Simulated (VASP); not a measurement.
## Ti: single point with PBE

Ti:

```
CELL_PARAMETERS angstrom
0.00000 2.83953 2.83953
2.83953 0.00000 2.83953
2.83953 2.83953 0.00000
ATOMIC_POSITIONS crystal
Ti 0.00000 0.00000 0.00000
Ti 0.25000 0.25000 0.25000
```

- Program: VASP 6.6.1
- Task: single point
- Functional: PBE
- Potentials or basis: VASP PAW PBE potentials, release 64 (Ti_sv)
- Cutoff: 520 eV
- k mesh: 11 × 11 × 11
- Occupations: fermi-dirac, width 0.05 eV
- Spin: no spin polarisation

```json
{
 "Pressure": "0.0 GPa",
 "Band gap on the k mesh": "zero (band 12 reaches 5.40 eV, above the bottom of band 13 at 5.21 eV)"
}
```

Levels at points of the mesh, in eV from the Fermi level:
```
           k point  band 8  band 9  band 10  band 11  band 12  band 13  band 14  band 15  band 16  band 17
(0.00, 0.00, 0.00)  -32.45   -4.80    -0.61    -0.61    -0.14    -0.14    -0.14     1.68     1.68     1.68
```

Run time: 35 s on 1 thread of Intel(R) Xeon(R) Platinum 8488C (Sapphire Rapids), on a shared host, peak memory 0.18 GiB.
